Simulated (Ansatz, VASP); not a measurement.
Two plane-wave programs on W

```
CELL_PARAMETERS angstrom
-3.19765 3.19765 3.19765
1.59883 -1.59883 1.59883
1.59883 1.59883 -1.59883
ATOMIC_POSITIONS crystal
W 0.00000 0.00000 0.00000
W 0.50000 0.00000 0.00000
```

Alike in both runs: task single point; functional PBE; k mesh 7 × 14 × 14; no spin polarisation.

|  | VASP | Ansatz |
| --- | --- | --- |
| version | VASP 6.6.1 | Ansatz 0.2.0 |
| potentials or method | VASP PAW PBE potentials, release 64 (W_sv), cutoff 520 eV | PAW plane waves |
| occupations | methfessel-paxton of order 1, width 0.0779 eV | cold, width 0.0779 eV |
| valence electrons in the cell | 28 | 28 |

|  | VASP | Ansatz | Ansatz less VASP |
| --- | --- | --- | --- |
| pressure (GPa) | -2.9 | -3.4 | -0.41 |

Spin-orbit coupling is off throughout.
